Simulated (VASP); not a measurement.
# Si5W (P6/mmm) in VASP: further runs, part 2 of 2

VASP 6.6.1.

## Step 4: Relaxation of cell and atoms, PBE

The input, INCAR:

```
PREC = Accurate
ENCUT = 600
EDIFF = 1E-7
ISMEAR = 0
SIGMA = 0.1
LREAL = F
LASPH = T
NELM = 80
ALGO = Normal
ISIF = 3
LWAVE = F
LCHARG = F
GGA = PE
IBRION = 2
NSW = 100
EDIFFG = -0.01
```

The input, KPOINTS:

```
Automatic mesh
0
Gamma
  12 12 8
```

The input, POSCAR:

```
Si5W
1.0
    4.7250705510      0.0000000000      0.0000000000
   -2.3625352755      4.0920311318      0.0000000000
    0.0000000000      0.0000000000      4.6506464559
Si W
5 1
Direct
    0.3333333333      0.6666666667      0.0000000000
    0.6666666667      0.3333333333      0.0000000000
    0.5000000000      0.0000000000      0.5000000000
    0.5000000000      0.5000000000      0.5000000000
    0.0000000000      0.5000000000      0.5000000000
    0.0000000000      0.0000000000      0.0000000000
```

Potentials or basis: VASP PAW PBE potentials, release 64 (Si, W_sv).

Started as:

```console
$ cat potpaw_PBE.64/Si/POTCAR potpaw_PBE.64/W_sv/POTCAR > POTCAR
$ mpirun -np 1 vasp_std > vasp.out
```

OUTCAR:

```text
PREC = Accurate
   ENCUT = 600
   EDIFF = 1E-7
   ISMEAR = 0
   LREAL = F
   LASPH = T
   NELM = 80
   ISIF = 3
   GGA = PE
   IBRION = 2
   NSW = 100
   EDIFFG = -0.01

 ion  position               nearest neighbor table
   1  0.333  0.667  0.000-   3 2.70   3 2.70   5 2.70   5 2.70   4 2.70   4 2.70   2 2.73   6 2.73
                             2 2.73   6 2.73   6 2.73   2 2.73
   2  0.667  0.333  0.000-   3 2.70   3 2.70   5 2.70   5 2.70   4 2.70   4 2.70   1 2.73   1 2.73
                             6 2.73   6 2.73   6 2.73   1 2.73
   3  0.500  0.000  0.500-   4 2.36   5 2.36   4 2.36   5 2.36   1 2.70   2 2.70   1 2.70   2 2.70
                             6 3.31   6 3.31   6 3.31   6 3.31
   4  0.500  0.500  0.500-   3 2.36   3 2.36   5 2.36   5 2.36   1 2.70   2 2.70   1 2.70   2 2.70
                             6 3.31   6 3.31   6 3.31   6 3.31
   5  0.000  0.500  0.500-   3 2.36   3 2.36   4 2.36   4 2.36   1 2.70   2 2.70   1 2.70   2 2.70
                             6 3.31   6 3.31   6 3.31   6 3.31
   6  0.000  0.000  0.000-   1 2.73   2 2.73   1 2.73   2 2.73   2 2.73   1 2.73   4 3.31   5 3.31
                             4 3.31   5 3.31   5 3.31   5 3.31   4 3.31   4 3.31   3 3.31   3 3.31

  LATTYP: Found a hexagonal cell.
 ALAT       =     4.7250705510
 C/A-ratio  =     0.9842491039

  Lattice vectors:

 A1 = (   4.7250705510,   0.0000000000,   0.0000000000)
 A2 = (  -2.3625352755,   4.0920311318,   0.0000000000)
 A3 = (   0.0000000000,   0.0000000000,   4.6506464559)

Analysis of symmetry for initial positions (statically):
=====================================================================
 Subroutine PRICEL returns:
 Original cell was already a primitive cell.

 Routine SETGRP: Setting up the symmetry group for a
 hexagonal supercell.

 Subroutine GETGRP returns: Found 24 space group operations
 (whereof 24 operations were pure point group operations)
 out of a pool of 24 trial point group operations.

The static configuration has the point symmetry D_6h.

Analysis of symmetry for dynamics (positions and initial velocities):
=====================================================================
 Subroutine PRICEL returns:
 Original cell was already a primitive cell.

 Routine SETGRP: Setting up the symmetry group for a
 hexagonal supercell.

 Subroutine GETGRP returns: Found 24 space group operations
 (whereof 24 operations were pure point group operations)
 out of a pool of 24 trial point group operations.

The dynamic configuration has the point symmetry D_6h.

 Subroutine INISYM returns: Found 24 space group operations
 (whereof 24 operations are pure point group operations),
 and found     1 'primitive' translations

----------------------------------------------------------------------------------------

                                     Primitive cell

  volume of cell :      89.9209

  direct lattice vectors                    reciprocal lattice vectors
     4.725070551  0.000000000  0.000000000     0.211637052  0.122188709  0.000000000
    -2.362535275  4.092031132  0.000000000     0.000000000  0.244377417  0.000000000
     0.000000000  0.000000000  4.650646456     0.000000000  0.000000000  0.215023870

  length of vectors
     4.725070551  4.725070551  4.650646456     0.244377417  0.244377417  0.215023870

  position of ions in fractional coordinates (direct lattice)
     0.333333333  0.666666667  0.000000000
     0.666666667  0.333333333  0.000000000
[... 66 lines left out ...]
 [... further k-points ...]
   k-points           NKPTS =     95   k-points in BZ     NKDIM =     95   number of bands    NBANDS=     21
   number of dos      NEDOS =    301   number of ions     NIONS =      6
   total plane-waves  NPLWV =  64000
   dimension x,y,z NGX =    40 NGY =   40 NGZ =   40
   dimension x,y,z NGXF=    80 NGYF=   80 NGZF=   80
   ions per type =               5   1
   NGX,Y,Z   is equivalent  to a cutoff of  14.07, 14.07, 14.30 a.u.
   NGXF,Y,Z  is equivalent  to a cutoff of  28.15, 28.15, 28.60 a.u.
 SYSTEM =  unknown system
   PREC   = accura    normal or accurate (medium, high low for compatibility)
   ISTART =      0    job   : 0-new  1-cont  2-samecut
   ICHARG =      2    charge: 1-file 2-atom 10-const
   ISPIN  =      1    spin polarized calculation?
   LNONCOLLINEAR =      F non collinear calculations
   LSORBIT =      F    spin-orbit coupling
   LASPH  =      T    aspherical Exc in radial PAW
   ENCUT  =  600.0 eV  44.10 Ry    6.64 a.u.   9.44  9.44  9.29*2*pi/ulx,y,z
   NELM   =     80;   NELMIN=  2; NELMDL= -5     # of ELM steps
   EDIFF  = 0.1E-06   stopping-criterion for ELM
   LREAL  =      F    real-space projection
   EDIFFG = -.1E-01   stopping-criterion for IOM
   NSW    =    100    number of steps for IOM
   IBRION =      2    ionic relax: 0-MD 1-quasi-New 2-CG
   NFREE  =      1    steps in history (QN), initial steepest desc. (CG)
   ISIF   =      3    stress and relaxation
   ISYM   =      2    0-nonsym 1-usesym 2-fastsym
   POTIM  = 0.5000    time-step for ionic-motion
   TEBEG  =    0.0;   TEEND  =   0.0 temperature during run
   PSTRESS=    0.0 pullay stress
   NELECT =      34.0000    total number of electrons
   NUPDOWN=      -1.0000    fix difference up-down
   EMIN   =  10.00;   EMAX   =-10.00  energy-range for DOS
   EFERMI =   0.00;   METHOD = LEGACY
   ISMEAR =     0;   SIGMA  =   0.10  broadening in eV -4-tet -1-fermi 0-gaus
   EFERMI_NEDOS =   21; number of points for ismear=-14 and -15
   IALGO  =     38    algorithm
   IMIX   =      4    mixing-type and parameters
     AMIX     =   0.40;   BMIX     =  1.00
     AMIX_MAG =   1.60;   BMIX_MAG =  1.00
  volume/ion in A,a.u.               =      14.99       101.14
  Fermi-wavevector in a.u.,A,eV,Ry     =   1.183807  2.237071 19.067195  1.401399
  Thomas-Fermi vector in A             =   2.320034
   LORBIT       =      0    0 simple, 1 ext, 2 COOP (PROOUT), +10 PAW based schemes
   GGA     = PE    functional components
   LHFCALC =     F    Hartree Fock is set to
   AEXX    =    0.0000 exact exchange contribution
   IVDW    =     0    specifies the selected vdW correction
   LEPSILON=     F    determine dielectric tensor
   LRPA    =     F    only Hartree local field effects (RPA)
 conjugate gradient relaxation of ions
 non-spin polarized calculation
 Gauss-broadening in eV      SIGMA  =   0.10
  energy-cutoff  :      600.00
  volume of cell :       89.92
 maximum number of plane-waves:      3028
 NGX is ok and might be reduce to    40
   NGX = 19   NGY = 19   NGZ = 19

--------------------------------------- Ionic step        1  -------------------------------------------

 number of electron      34.0000001 magnetization

 Free energy of the ion-electron system (eV)
  ---------------------------------------------------
  ext. energy  EPLUGINS =         0.00000000
  ---------------------------------------------------
  free energy    TOTEN  =       -35.55257820 eV

  energy without entropy =      -35.53239646  energy(sigma->0) =      -35.54248733

------------------------ aborting loop because EDIFF is reached ----------------------------------------

  FORCE on cell =-STRESS in cart. coord.  units (eV):
  Direction    XX          YY          ZZ          XY          YZ          ZX
  --------------------------------------------------------------------------------------
  -------------------------------------------------------------------------------------
  Total       -0.4474401     -0.4474401      0.2716398      0.0000000      0.0000000     -0.0000000
  in kB       -7.9723238     -7.9723238      4.8399783      0.0000000      0.0000000     -0.0000000
  external PRESSURE =      -3.7015564 kB  Pullay stress =       0.0000000 kB
[... 67 lines left out ...]
--------------------------------------- Ionic step        3  -------------------------------------------

 number of electron      34.0000002 magnetization

 E-fermi :  10.0384     XC(G=0): -11.4909

 val. band max:       10.0262893625   @ k =   0.3333   0.1667   0.1250
 cond. band min:      10.0430184846   @ k =   0.2500   0.2500   0.0000
 fundamental gap:      0.0167291220
 Fermi energy:        10.0383564935

 k-point     1 :       0.0000    0.0000    0.0000
  band No.  band energies     occupation
      1     -64.2234      2.00000
      2     -28.4440      2.00000
      3     -28.3714      2.00000
      4     -28.3714      2.00000
      5      -4.2789      2.00000
      6       1.8192      2.00000
[... 646 lines left out ...]
--------------------------------------- Ionic step        5  -------------------------------------------

 number of electron      34.0000003 magnetization

 Free energy of the ion-electron system (eV)
  ---------------------------------------------------
  ext. energy  EPLUGINS =         0.00000000
  ---------------------------------------------------
  free energy    TOTEN  =       -35.55539782 eV

  energy without entropy =      -35.53590410  energy(sigma->0) =      -35.54565096

 E-fermi :   9.9643     XC(G=0): -11.4677

 val. band max:        9.9327649313   @ k =   0.3333   0.1667   0.1250
 cond. band min:       9.9698076596   @ k =   0.1667   0.1667   0.2500
 fundamental gap:      0.0370427282
 Fermi energy:         9.9642932849

 k-point     1 :       0.0000    0.0000    0.0000
  band No.  band energies     occupation
      1     -64.2908      2.00000
      2     -28.5160      2.00000
      3     -28.4356      2.00000
      4     -28.4356      2.00000
      5      -4.3003      2.00000
      6       1.6901      2.00000
[... 600 lines left out ...]
  FREE ENERGIE OF THE ION-ELECTRON SYSTEM (eV)
  ---------------------------------------------------
  free  energy   TOTEN  =       -35.5553978229 eV

  energy  without entropy=      -35.5359040986  energy(sigma->0) =      -35.54565096

 reached required accuracy - stopping structural energy minimisation
```

CONTCAR:

```text
Si5W
   1.00000000000000
     4.7075000237237612    0.0000000000000000   -0.0000000000000000
    -2.3537500118618806    4.0768146088213335    0.0000000000000000
     0.0000000000000000    0.0000000000000000    4.6882116066387045
  Si              W
     5     1
Direct
     0.3333333332999970    0.6666666667000030    0.0000000000000000
     0.6666666667000030    0.3333333332999970    0.0000000000000000
     0.5000000000000000    0.0000000000000000    0.5000000000000000
     0.5000000000000000    0.5000000000000000    0.5000000000000000
     0.0000000000000000    0.5000000000000000    0.5000000000000000
     0.0000000000000000    0.0000000000000000    0.0000000000000000

  0.00000000E+00  0.00000000E+00  0.00000000E+00
  0.00000000E+00  0.00000000E+00  0.00000000E+00
  0.00000000E+00  0.00000000E+00  0.00000000E+00
  0.00000000E+00  0.00000000E+00  0.00000000E+00
  0.00000000E+00  0.00000000E+00  0.00000000E+00
  0.00000000E+00  0.00000000E+00  0.00000000E+00
```

Wall time 6 min (1 thread of Intel Xeon Platinum 8559C (Emerald Rapids), shared host); peak memory 0.39 GiB.

What came out:

```yaml
Free_energy: -35.5554 eV
Relaxed_volume: 15.00 Å³/atom
Relaxed_cell: a = 4.708 Å, b = 4.708 Å, c = 4.688 Å, α = 90.00°, β = 90.00°, γ = 120.00°
Space_group_after_relaxing_to_0.05_Å: P6/mmm (No. 191)
Energy_gained_by_relaxing: 0.5 meV/atom
Ionic_steps: 5
Pressure_after_relaxing: 0.0 GPa
Band_gap_on_the_k_mesh: zero (band 17 reaches 11.03 eV, above the bottom of band 18 at 8.95 eV)
```

Step by step:
```
step  energy change (eV)  largest force (eV/Å)  pressure (GPa)  volume (Å³)
   1              0.0000                0.0000           -0.37        89.92
   2             -0.0017                0.0000            0.47        89.47
   3             -0.0017                0.0000            0.36        89.53
   4             -0.0026                0.0000            0.16        89.80
   5             -0.0028                0.0000            0.03        89.97
```

Final structure:
```
CELL_PARAMETERS angstrom
4.70750 0.00000 0.00000
-2.35375 4.07681 0.00000
0.00000 0.00000 4.68821
ATOMIC_POSITIONS crystal
Si 0.33333 0.66667 0.00000
Si 0.66667 0.33333 0.00000
Si 0.50000 0.00000 0.50000
Si 0.50000 0.50000 0.50000
Si 0.00000 0.50000 0.50000
W 0.00000 0.00000 0.00000
```

Levels at points of the mesh, in eV from the Fermi level:
```csv
k point,band 14,band 15,band 16,band 17,band 18,band 19,band 20,band 21
"(0.00, 0.00, 0.00)",-1.40,-1.40,-1.36,-1.01,-1.01,-0.86,0.57,0.57
"(0.50, 0.00, 0.00)",-2.12,-2.12,-1.36,0.42,1.24,1.25,1.78,2.11
"(0.00, 0.00, 0.50)",-4.03,-1.55,-0.45,-0.45,0.25,1.22,1.53,1.53
"(0.50, 0.00, 0.50)",-0.91,-0.58,0.60,1.07,1.11,1.49,1.51,2.28
```

Caveat: spin-orbit coupling is left out, which moves the levels of the heavy elements.

## Step 5: Summary

```csv
task,cell,k mesh,cutoff (eV),gap on the mesh (eV),pressure (GPa),relaxed volume (Å³/atom)
single point,"a = 4.708, b = 4.708, c = 4.688 Å, angles 90.0, 90.0, 120.0°, 6 atoms",12 × 12 × 8,520,none,0.0,-
relaxation of cell and atoms,"relaxed from a = 5.242, b = 5.242, c = 4.219 Å, angles 90.0, 90.0, 120.0°, 6 atoms",6 × 6 × 4,600,none,-0.1,15.00
relaxation of cell and atoms,"relaxed from a = 4.725, b = 4.725, c = 4.651 Å, angles 90.0, 90.0, 120.0°, 6 atoms",12 × 12 × 8,600,none,0.0,15.00
```

Alike in all rows: level PBE; potentials or basis VASP PAW PBE potentials, release 64 (Si, W_sv); no spin polarisation; smearing gaussian 0.1 eV.

Caveats: some runs use coarse meshes; spin-orbit coupling is left out, which moves the levels of the heavy elements.

Absolute energies hang on the potentials; compare differences alone.
